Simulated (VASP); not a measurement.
Write the native input for VASP 6.6.1 that does the following.

```
Task                   : single point
Functional             : PBEsol
Potentials or basis    : VASP PAW PBE potentials, release 64 (Bi_d)
Cutoff                 : 520 eV
k mesh                 : 16 × 16 × 16
Occupations            : gaussian, width 0.1 eV
Spin                   : no spin polarisation
Dipole correction      : no
Further INCAR settings : ALGO = Normal; EDIFF = 1e-07; NBANDS = 14
```

The structure of Bi lies in POSCAR:

```
Bi
1.0
   -1.9952012150      1.9952012150      1.9952012150
    1.9952012150     -1.9952012150      1.9952012150
    1.9952012150      1.9952012150     -1.9952012150
Bi
1
Direct
    0.0000000000      0.0000000000      0.0000000000
```

This cell differs from its parent crystal: volume scaled by 1.06.

The input as run:

INCAR

```
PREC     = Accurate       # precision mode
ENCUT    = 520            # plane-wave cutoff, eV
EDIFF    = 1E-7           # SCF threshold, eV
ISMEAR   = 0              # smearing method
SIGMA    = 0.1            # smearing width, eV
LREAL    = False          # projectors in reciprocal space
LASPH    = True           # aspherical terms in the spheres
NELM     = 100            # most SCF steps
ALGO     = Normal         # electronic algorithm
ISIF     = 2              # what is computed and relaxed
LWAVE    = False          # write WAVECAR
LCHARG   = False          # write CHGCAR
GGA      = PS             # functional
NBANDS   = 14             # bands
```

KPOINTS

```
regular mesh
0
Gamma
  16 16 16
```

Potentials or basis: VASP PAW PBE potentials, release 64 (Bi_d).

Command:

```bash
$ cat potpaw_PBE.64/Bi_d/POTCAR > POTCAR
$ mpirun -np 1 vasp_std > vasp.out
```

Results of the run:

```
Pressure : -3.0 GPa
```

Caveat: the PAW data sets were made with another functional, which shifts forces and pressure a little.

Wall time 43 s on 1 thread of Intel(R) Xeon(R) Platinum 8259CL CPU @ 2.50GHz (Skylake/Cascade Lake) (shared host), peak memory 0.2 GiB.
